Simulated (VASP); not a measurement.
# MoS2 in VASP: a series of runs

Runs on MoS2. Level: PBE+D3(BJ). Tasks: single point.

Everything below comes from runs of VASP 6.6.1. Logs are shortened: lines on timing, memory, paths and dates and some standing lists are left out, and cuts for length are marked.

## (1) The cell of the first run

The cell holds a slab with vacuum, 6 atoms: a = 3.135 Å, b = 3.135 Å, c = 23.938 Å, α = 90.00°, β = 90.00°, γ = 120.00°.

## (2) Single point, PBE+D3(BJ) (layers slid over each other)

Input file INCAR:

```
  ALGO = Normal
  DIPOL = 0.5 0.5 0.390
  EDIFF = 1E-6
  ENCUT = 520
  GGA = PE
  IDIPOL = 3
  ISIF = 2
  ISMEAR = 0
  IVDW = 12
  LASPH = T
  LCHARG = F
  LDIPOL = T
  LREAL = F
  LWAVE = F
  NBANDS = 35
  NELM = 80
  PREC = Accurate
  SIGMA = 0.1
```

Input file KPOINTS:

```
k-points
0
Gamma
  12 12 1
```

Input file POSCAR:

```
MoS2
1.0
    3.1346592763      0.0000000000      0.0000000000
   -1.5673296382      2.7146945655      0.0000000000
    0.0000000000      0.0000000000     23.9375766064
S Mo
4 2
Direct
    0.0000000000      0.0000000000      0.1879889545
    0.3333333333      0.6666666667      0.3224548763
    0.8333333333      1.0000000000      0.4578069235
    1.1666666667      1.6666666667      0.5922728453
    0.6666666667      0.3333333333      0.2552219154
    1.5000000000      1.3333333333      0.5250398844
```

Potentials or basis: VASP PAW PBE potentials, release 64 (S, Mo_sv).

Launch:

```console
$ cat potpaw_PBE.64/S/POTCAR potpaw_PBE.64/Mo_sv/POTCAR > POTCAR
$ mpirun -np 1 vasp_std > vasp.out
```

OUTCAR:

```text
EDIFF = 1E-6
   ENCUT = 520
   GGA = PE
   ISIF = 2
   ISMEAR = 0
   IVDW = 12
   LASPH = T
   LREAL = F
   NELM = 80
   PREC = Accurate
 IVDW          = 12

 ion  position               nearest neighbor table
   1  0.000  0.000  0.188-   5 2.42   5 2.42   5 2.42
   2  0.333  0.667  0.322-   5 2.42   5 2.42   5 2.42
   3  0.833  0.000  0.458-   6 2.42   6 2.42   6 2.42
   4  0.167  0.667  0.592-   6 2.42   6 2.42   6 2.42
   5  0.667  0.333  0.255-   2 2.42   2 2.42   1 2.42   1 2.42   1 2.42   2 2.42
   6  0.500  0.333  0.525-   4 2.42   3 2.42   4 2.42   3 2.42   3 2.42   4 2.42

  LATTYP: Found a hexagonal cell.
 ALAT       =     3.1346592763
 C/A-ratio  =     7.6364205792

  Lattice vectors:

 A1 = (   3.1346592763,   0.0000000000,   0.0000000000)
 A2 = (  -1.5673296382,   2.7146945655,   0.0000000000)
 A3 = (   0.0000000000,   0.0000000000,  23.9375766064)

Analysis of symmetry for initial positions (statically):
=====================================================================
 Subroutine PRICEL returns:
 Original cell was already a primitive cell.

 Routine SETGRP: Setting up the symmetry group for a
 hexagonal supercell.

 Subroutine GETGRP returns: Found  2 space group operations
 (whereof  1 operations were pure point group operations)
 out of a pool of 24 trial point group operations.

The static configuration has the point symmetry C_1 .
 The point group associated with its full space group is S_2 .

Analysis of symmetry for dynamics (positions and initial velocities):
=====================================================================
 Subroutine PRICEL returns:
 Original cell was already a primitive cell.

 Routine SETGRP: Setting up the symmetry group for a
 hexagonal supercell.

 Subroutine GETGRP returns: Found  2 space group operations
 (whereof  1 operations were pure point group operations)
 out of a pool of 24 trial point group operations.

The dynamic configuration has the point symmetry C_1 .
 The point group associated with its full space group is S_2 .

 Subroutine INISYM returns: Found  2 space group operations
 (whereof  1 operations are pure point group operations),
 and found     1 'primitive' translations

----------------------------------------------------------------------------------------

                                     Primitive cell

  volume of cell :     203.7002

  direct lattice vectors                    reciprocal lattice vectors
     3.134659276  0.000000000  0.000000000     0.319013938  0.184182783  0.000000000
    -1.567329638  2.714694565  0.000000000     0.000000000  0.368365566  0.000000000
     0.000000000  0.000000000 23.937576606     0.000000000  0.000000000  0.041775323

  length of vectors
     3.134659276  3.134659276 23.937576606     0.368365566  0.368365566  0.041775323

  position of ions in fractional coordinates (direct lattice)
     0.000000000  0.000000000  0.187988954
     0.333333333  0.666666667  0.322454876
     0.833333333  0.000000000  0.457806924
     0.166666667  0.666666667  0.592272845
     0.666666667  0.333333333  0.255221915
     0.500000000  0.333333333  0.525039884

  ion indices of the primitive-cell ions
   primitive index   ion index
                 1           1
                 2           2
                 3           3
                 4           4
                 5           5
                 6           6

----------------------------------------------------------------------------------------

 KPOINTS: k-points

Automatic generation of k-mesh.
 Grid dimensions read from file:
 generate k-points for:   12   12    1

 Generating k-lattice:

  Cartesian coordinates                     Fractional coordinates (reciprocal lattice)
     0.026584495  0.015348565  0.000000000     0.083333333 -0.000000000  0.000000000
     0.000000000  0.030697130  0.000000000     0.000000000  0.083333333  0.000000000
     0.000000000  0.000000000  0.041775323     0.000000000  0.000000000  1.000000000

  Length of vectors
     0.030697130  0.030697130  0.041775323

  Shift w.r.t. Gamma in fractional coordinates (k-lattice)
     0.000000000  0.000000000  0.000000000

 Subroutine IBZKPT returns following result:
 ===========================================

 Found     74 irreducible k-points:

 Following reciprocal coordinates:
            Coordinates               Weight
  0.000000  0.000000  0.000000      1.000000
  0.083333  0.000000  0.000000      2.000000
  0.000000  0.083333  0.000000      2.000000
 -0.083333  0.083333  0.000000      2.000000
  0.166667  0.000000  0.000000      2.000000
  0.000000  0.166667  0.000000      2.000000
[... 16 lines left out ...]
  0.166667  0.083333  0.000000      2.000000
 -0.083333  0.250000  0.000000      2.000000
 [... further k-points ...]
   k-points           NKPTS =     74   k-points in BZ     NKDIM =     74   number of bands    NBANDS=     35
   number of dos      NEDOS =    301   number of ions     NIONS =      6
   total plane-waves  NPLWV = 103680
   dimension x,y,z NGX =    24 NGY =   24 NGZ =  180
   dimension x,y,z NGXF=    48 NGYF=   48 NGZF=  360
   ions per type =               4   2
   NGX,Y,Z   is equivalent  to a cutoff of  12.73, 12.73, 12.50 a.u.
   NGXF,Y,Z  is equivalent  to a cutoff of  25.46, 25.46, 25.00 a.u.
 SYSTEM =  unknown system
   PREC   = accura    normal or accurate (medium, high low for compatibility)
   ISTART =      0    job   : 0-new  1-cont  2-samecut
   ICHARG =      2    charge: 1-file 2-atom 10-const
   ISPIN  =      1    spin polarized calculation?
   LNONCOLLINEAR =      F non collinear calculations
   LSORBIT =      F    spin-orbit coupling
   LASPH  =      T    aspherical Exc in radial PAW
   ENCUT  =  520.0 eV  38.22 Ry    6.18 a.u.   5.83  5.83 44.51*2*pi/ulx,y,z
   NELM   =     80;   NELMIN=  2; NELMDL= -5     # of ELM steps
   EDIFF  = 0.1E-05   stopping-criterion for ELM
   LREAL  =      F    real-space projection
   EDIFFG = 0.1E-04   stopping-criterion for IOM
   NSW    =      0    number of steps for IOM
   IBRION =     -1    ionic relax: 0-MD 1-quasi-New 2-CG
   NFREE  =      0    steps in history (QN), initial steepest desc. (CG)
   ISIF   =      2    stress and relaxation
   ISYM   =      2    0-nonsym 1-usesym 2-fastsym
   POTIM  = 0.5000    time-step for ionic-motion
   TEBEG  =    0.0;   TEEND  =   0.0 temperature during run
   PSTRESS=    0.0 pullay stress
   NELECT =      52.0000    total number of electrons
   NUPDOWN=      -1.0000    fix difference up-down
   EMIN   =  10.00;   EMAX   =-10.00  energy-range for DOS
   EFERMI =   0.00;   METHOD = LEGACY
   ISMEAR =     0;   SIGMA  =   0.10  broadening in eV -4-tet -1-fermi 0-gaus
   EFERMI_NEDOS =   21; number of points for ismear=-14 and -15
   IALGO  =     38    algorithm
   IMIX   =      4    mixing-type and parameters
     AMIX     =   0.40;   BMIX     =  1.00
     AMIX_MAG =   1.60;   BMIX_MAG =  1.00
  volume/ion in A,a.u.               =      33.95       229.11
  Fermi-wavevector in a.u.,A,eV,Ry     =   1.038513  1.962506 14.674021  1.078510
  Thomas-Fermi vector in A             =   2.173001
   LORBIT       =      0    0 simple, 1 ext, 2 COOP (PROOUT), +10 PAW based schemes
   GGA     = PE    functional components
   LHFCALC =     F    Hartree Fock is set to
   AEXX    =    0.0000 exact exchange contribution
   IVDW    =    12    specifies the selected vdW correction
   LEPSILON=     F    determine dielectric tensor
   LRPA    =     F    only Hartree local field effects (RPA)
 non-spin polarized calculation
 Gauss-broadening in eV      SIGMA  =   0.10
  energy-cutoff  :      520.00
  volume of cell :      203.70
 maximum number of plane-waves:      5520
   NGX = 11   NGY = 11   NGZ = 89

 dipolmoment           0.000000      0.000000      0.000012 electrons x Angstroem

 number of electron      52.0000005 magnetization

 dipolmoment           0.000000      0.000000     -0.000003 electrons x Angstroem

 Free energy of the ion-electron system (eV)
  ---------------------------------------------------
  ext. energy  EPLUGINS =         0.00000000
  ---------------------------------------------------
  free energy    TOTEN  =       -41.98450120 eV

  energy without entropy =      -41.96701617  energy(sigma->0) =      -41.97575868

 E-fermi :   1.6494     XC(G=0):  -6.1371

 val. band max:        1.6451742077   @ k =  -0.3333  -0.4167   0.0000
 cond. band min:       1.6533557095   @ k =   0.2500   0.3333   0.0000
 fundamental gap:      0.0081815018
 Fermi energy:         1.6494369702

 k-point     1 :       0.0000    0.0000    0.0000
  band No.  band energies     occupation
      1     -60.1080      2.00000
      2     -60.1080      2.00000
      3     -34.1927      2.00000
      4     -34.1926      2.00000
      5     -34.0482      2.00000
      6     -34.0482      2.00000
[... 27 lines left out ...]
     34       4.9324      0.00000
     35       6.1822      0.00000

 k-point     2 :       0.0833    0.0000    0.0000
  band No.  band energies     occupation
      1     -60.1050      2.00000
      2     -60.1050      2.00000
      3     -34.1870      2.00000
      4     -34.1869      2.00000
      5     -34.0773      2.00000
      6     -34.0773      2.00000
[... 27 lines left out ...]
     34       4.8548      0.00000
     35       6.3402      0.00000

 k-point     3 :       0.0000    0.0833    0.0000
  band No.  band energies     occupation
      1     -60.1050      2.00000
      2     -60.1050      2.00000
      3     -34.1870      2.00000
      4     -34.1870      2.00000
      5     -34.0771      2.00000
      6     -34.0771      2.00000
[... 27 lines left out ...]
     34       4.8536      0.00000
     35       6.3401      0.00000
[... 723 lines left out ...]
 k-point    23 :       0.1667    0.0833    0.0000
  band No.  band energies     occupation
      1     -60.0896      2.00000
      2     -60.0896      2.00000
      3     -34.2185      2.00000
      4     -34.2185      2.00000
      5     -34.1579      2.00000
      6     -34.1579      2.00000
[... 27 lines left out ...]
     34       4.7307      0.00000
     35       7.1949      0.00000

 k-point    24 :      -0.0833    0.2500    0.0000
  band No.  band energies     occupation
      1     -60.0896      2.00000
      2     -60.0896      2.00000
      3     -34.2184      2.00000
      4     -34.2184      2.00000
      5     -34.1579      2.00000
      6     -34.1579      2.00000
[... 27 lines left out ...]
     34       4.7330      0.00000
     35       7.1955      0.00000

 [... further k-points ...]

------------------------ aborting loop because EDIFF is reached ----------------------------------------

 vacuum level on the upper side and lower side of the slab       (xc-potential included)        -0.189        -0.191

 Edisp (eV)   -2.19676

 E8    (eV) :    -0.9181

  FORCE on cell =-STRESS in cart. coord.  units (eV):
  Direction    XX          YY          ZZ          XY          YZ          ZX
  --------------------------------------------------------------------------------------
  -------------------------------------------------------------------------------------
  Total      -0.11968    -0.12504    -0.88965     0.03684     0.06523     0.06845
  in kB      -0.94135    -0.98345    -6.99742     0.28976     0.51310     0.53835
  external pressure =       -2.97 kB  Pullay stress =        0.00 kB

 VOLUME and BASIS-vectors are now :
 -----------------------------------------------------------------------------
  energy-cutoff  :      520.00
  volume of cell :      203.70
      direct lattice vectors                 reciprocal lattice vectors
     3.134659276  0.000000000  0.000000000     0.319013938  0.184182783  0.000000000
    -1.567329638  2.714694565  0.000000000     0.000000000  0.368365566  0.000000000
     0.000000000  0.000000000 23.937576606     0.000000000  0.000000000  0.041775323

 POSITION                                       TOTAL-FORCE (eV/Angst)
 -----------------------------------------------------------------------------------
      0.00000      0.00000      4.50000         0.002035      0.002880      0.041655
     -0.00000      1.80980      7.71879        -0.012541     -0.009075      0.012560
      2.61222      0.00000     10.95879         0.012541      0.009075     -0.012560
     -0.52244      1.80980     14.17758        -0.002035     -0.002880     -0.041655
      1.56733      0.90490      6.10939        -0.007424     -0.009838      0.059129
      1.04489      0.90490     12.56818         0.007424      0.009838     -0.059129
 -----------------------------------------------------------------------------------
    total drift:                                0.000000     -0.000000     -0.000142

  FREE ENERGIE OF THE ION-ELECTRON SYSTEM (eV)
  ---------------------------------------------------
  free  energy   TOTEN  =       -44.1812608345 eV

  energy  without entropy=      -44.1637757984  energy(sigma->0) =      -44.17251832

 vacuum level on the upper side and lower side of the slab         6.594         6.593
```

It took 8.2 min on 1 thread of AMD EPYC 9R14 (Zen 4), shared host; peak memory 0.57 GiB.

What came out:

| Item | Value |
| --- | --- |
| Free energy | -44.1813 eV |
| Largest force | 0.060 eV/Å |
| Band gap on the k mesh | zero (bands 26 and 27 overlap by 0.40 eV) |
| Dispersion energy per atom | -0.366 eV |

Forces in eV/Å, atoms in the order of the input:
```
S    0.002  0.003  0.042
S   -0.013 -0.009  0.013
S    0.013  0.009 -0.013
S   -0.002 -0.003 -0.042
Mo  -0.007 -0.010  0.059
Mo   0.007  0.010 -0.059
```

Caveat: the cell differs from its parent crystal (layers slid over each other).

## (3) Single point, PBE+D3(BJ) (layers slid over each other)

Input file INCAR:

```
SYSTEM = MoS2
  ALGO = Fast
  DIPOL = 0.5 0.5 0.390
  EDIFF = 1E-6
  ENCUT = 520
  GGA = PE
  IDIPOL = 3
  ISIF = 2
  ISMEAR = 0
  IVDW = 12
  LASPH = .TRUE.
  LCHARG = .TRUE.
  LDIPOL = .TRUE.
  LELF = .TRUE.
  LREAL = .FALSE.
  LVACPOTAV = .TRUE.
  LVHAR = .TRUE.
  LWAVE = .FALSE.
  NBANDS = 35
  NELM = 80
  PREC = Accurate
  SIGMA = 0.1
```

Input file KPOINTS:

```
k-points
0
G
  12 12 1
  0 0 0
```

Input file POSCAR:

```
MoS2
1.0
    3.1346592763      0.0000000000      0.0000000000
   -1.5673296382      2.7146945655      0.0000000000
    0.0000000000      0.0000000000     23.9375766064
S Mo
4 2
Direct
    0.0000000000      0.0000000000      0.1879889545
    0.3333333333      0.6666666667      0.3224548763
    0.3333333333      1.0000000000      0.4578069235
    0.6666666667      1.6666666667      0.5922728453
    0.6666666667      0.3333333333      0.2552219154
    1.0000000000      1.3333333333      0.5250398844
```

Potentials or basis: VASP PAW PBE potentials, release 64 (S, Mo_sv).

Launch:

```console
$ cat potpaw_PBE.64/S/POTCAR potpaw_PBE.64/Mo_sv/POTCAR > POTCAR
$ mpirun -np 1 vasp_std > vasp.out
```

OUTCAR:

```text
SYSTEM = MoS2
   EDIFF = 1E-6
   ENCUT = 520
   GGA = PE
   ISIF = 2
   ISMEAR = 0
   IVDW = 12
   LASPH = .TRUE.
   LREAL = .FALSE.
   NELM = 80
   PREC = Accurate
 IVDW          = 12

 ion  position               nearest neighbor table
   1  0.000  0.000  0.188-   5 2.42   5 2.42   5 2.42
   2  0.333  0.667  0.322-   5 2.42   5 2.42   5 2.42
   3  0.333  0.000  0.458-   6 2.42   6 2.42   6 2.42
   4  0.667  0.667  0.592-   6 2.42   6 2.42   6 2.42
   5  0.667  0.333  0.255-   2 2.42   2 2.42   1 2.42   1 2.42   1 2.42   2 2.42
   6  0.000  0.333  0.525-   4 2.42   3 2.42   4 2.42   3 2.42   3 2.42   4 2.42

  LATTYP: Found a hexagonal cell.
 ALAT       =     3.1346592763
 C/A-ratio  =     7.6364205792

  Lattice vectors:

 A1 = (   3.1346592763,   0.0000000000,   0.0000000000)
 A2 = (  -1.5673296382,   2.7146945655,   0.0000000000)
 A3 = (   0.0000000000,   0.0000000000,  23.9375766064)

Analysis of symmetry for initial positions (statically):
=====================================================================
 Subroutine PRICEL returns:
 Original cell was already a primitive cell.

 Routine SETGRP: Setting up the symmetry group for a
 hexagonal supercell.

[... 189 lines left out ...]
  band No.  band energies     occupation
      1     -60.1074      2.00000
      2     -60.1073      2.00000
      3     -34.1929      2.00000
      4     -34.1929      2.00000
      5     -34.0473      2.00000
      6     -34.0473      2.00000
[... 901 lines left out ...]
     34       4.6958      0.00000
     35       7.1904      0.00000

 [... further k-points ...]

------------------------ aborting loop because EDIFF is reached ----------------------------------------

 Edisp (eV)   -2.19626

 E8    (eV) :    -0.9178

  FORCE on cell =-STRESS in cart. coord.  units (eV):
  Direction    XX          YY          ZZ          XY          YZ          ZX
  --------------------------------------------------------------------------------------
  -------------------------------------------------------------------------------------
  Total      -0.16203    -0.16888    -0.71673    -0.03957     0.19904    -0.07439
  in kB      -1.27439    -1.32828    -5.63735    -0.31126     1.56555    -0.58513
  external pressure =       -2.75 kB  Pullay stress =        0.00 kB

 VOLUME and BASIS-vectors are now :
 -----------------------------------------------------------------------------
  energy-cutoff  :      520.00
  volume of cell :      203.70
      direct lattice vectors                 reciprocal lattice vectors
     3.134659276  0.000000000  0.000000000     0.319013938  0.184182783  0.000000000
    -1.567329638  2.714694565  0.000000000     0.000000000  0.368365566  0.000000000
     0.000000000  0.000000000 23.937576606     0.000000000  0.000000000  0.041775323

 POSITION                                       TOTAL-FORCE (eV/Angst)
 -----------------------------------------------------------------------------------
      0.00000      0.00000      4.50000        -0.001450      0.008931      0.039380
     -0.00000      1.80980      7.71879         0.012290     -0.026820     -0.010531
      1.04489      0.00000     10.95879        -0.012290      0.026820      0.010531
      1.04489      1.80980     14.17758         0.001450     -0.008931     -0.039380
      1.56733      0.90490      6.10939         0.007582     -0.030693      0.047671
     -0.52244      0.90490     12.56818        -0.007582      0.030693     -0.047671
 -----------------------------------------------------------------------------------
    total drift:                                0.000000     -0.000000     -0.000260

  FREE ENERGIE OF THE ION-ELECTRON SYSTEM (eV)
  ---------------------------------------------------
  free  energy   TOTEN  =       -44.1708228818 eV

  energy  without entropy=      -44.1542813794  energy(sigma->0) =      -44.16255213

 vacuum level on the upper side and lower side of the slab         6.722         6.722
```

OSZICAR:

```text
N       E                     dE             d eps       ncg     rms          rms(c)
DAV:   1     0.430223310833E+03    0.43022E+03   -0.28017E+04  6180   0.129E+03
DAV:   2    -0.173770005063E+02   -0.44760E+03   -0.43545E+03  6606   0.321E+02
DAV:   3    -0.443103730229E+02   -0.26933E+02   -0.26330E+02  6469   0.712E+01
[... 14 lines left out ...]
RMM:  18    -0.419744924858E+02   -0.12250E-05   -0.79419E-06  5081   0.617E-03    0.573E-03
RMM:  19    -0.419745357809E+02   -0.43295E-04   -0.82984E-06  5509   0.971E-03    0.481E-03
RMM:  20    -0.419745493335E+02   -0.13553E-04   -0.12516E-06  3881   0.459E-03    0.313E-03
RMM:  21    -0.419745668814E+02   -0.17548E-04   -0.12881E-06  3570   0.233E-03    0.807E-04
RMM:  22    -0.419745677361E+02   -0.85469E-06   -0.13104E-07  2195   0.117E-03
   1 F= -.44170823E+02 E0= -.44162552E+02  d E =-.165415E-01
```

Wall time 27 min (1 thread of Oxide Virtual Turin-like, shared host); peak memory 0.56 GiB.

What came out:

```yaml
Free_energy: -44.1708 eV
Largest_force: 0.057 eV/Å
Band_gap_on_the_k_mesh: zero (bands 26 and 27 overlap by 0.42 eV)
Dispersion_energy_per_atom: -0.366 eV
```

Forces in eV/Å, atoms in the order of the input:
```
S   -0.001  0.009  0.039
S    0.012 -0.027 -0.011
S   -0.012  0.027  0.011
S    0.001 -0.009 -0.039
Mo   0.008 -0.031  0.048
Mo  -0.008  0.031 -0.048
```

Caveat: the cell differs from its parent crystal (layers slid over each other).

(Part 1 of 2 ends here.)

The gap in the log of VASP goes by the Fermi energy; the results here count the filled bands.